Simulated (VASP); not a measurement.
Set up this calculation in VASP 6.6.1, as the native input.

```
Task                   : single point
Functional             : PBEsol
Potentials or basis    : VASP PAW PBE potentials, release 64 (In_d, O)
Cutoff                 : 520 eV
k mesh                 : 12 × 12 × 12
Occupations            : fermi-dirac, width 0.15 eV
Spin                   : no spin polarisation
Dipole correction      : no
Further INCAR settings : ALGO = Normal; EDIFF = 1e-07; NBANDS = 23
```

The structure of In2O lies in POSCAR:

```
In2O
1.0
    0.0000000000      3.1284523317      3.1284523317
    3.1284523317      0.0000000000      3.1284523317
    3.1284523317      3.1284523317      0.0000000000
In O
2 1
Direct
    0.2500000000      0.2500000000      0.2500000000
    0.7500000000      0.7500000000      0.7500000000
    0.0000000000      0.0000000000      0.0000000000
```

The input as run:

INCAR

```
SYSTEM = In2O
ALGO     = Normal         ! electronic algorithm
EDIFF    = 1E-7           ! SCF threshold, eV
ENCUT    = 520            ! plane-wave cutoff, eV
GGA      = PS             ! functional
ISIF     = 2              ! what is computed and relaxed
ISMEAR   = -1             ! smearing method
LASPH    = .TRUE.         ! aspherical terms in the spheres
LCHARG   = .FALSE.        ! write CHGCAR
LREAL    = .FALSE.        ! projectors in reciprocal space
LWAVE    = .FALSE.        ! write WAVECAR
NBANDS   = 23             ! bands
NELM     = 80             ! most SCF steps
PREC     = Accurate       ! precision mode
SIGMA    = 0.15           ! smearing width, eV
```

KPOINTS

```
k-points
0
G
  12 12 12
  0 0 0
```

Potentials or basis: VASP PAW PBE potentials, release 64 (In_d, O).

Command:

```sh
$ cat potpaw_PBE.64/In_d/POTCAR potpaw_PBE.64/O/POTCAR > POTCAR
$ mpirun -np 1 vasp_std > vasp.out
```

Results of the run:

```
Pressure               : 0.0 GPa
Band gap on the k mesh : zero (band 16 reaches 8.27 eV, above the bottom of band 17 at 6.25 eV)
```

Caveat: the PAW data sets were made with another functional, which shifts forces and pressure a little; spin-orbit coupling is left out, which moves the levels of the heavy elements.

Wall time 67 s on 1 thread of Intel(R) Xeon(R) Platinum 8559C (Emerald Rapids), with other jobs on the host, peak memory 0.25 GiB.
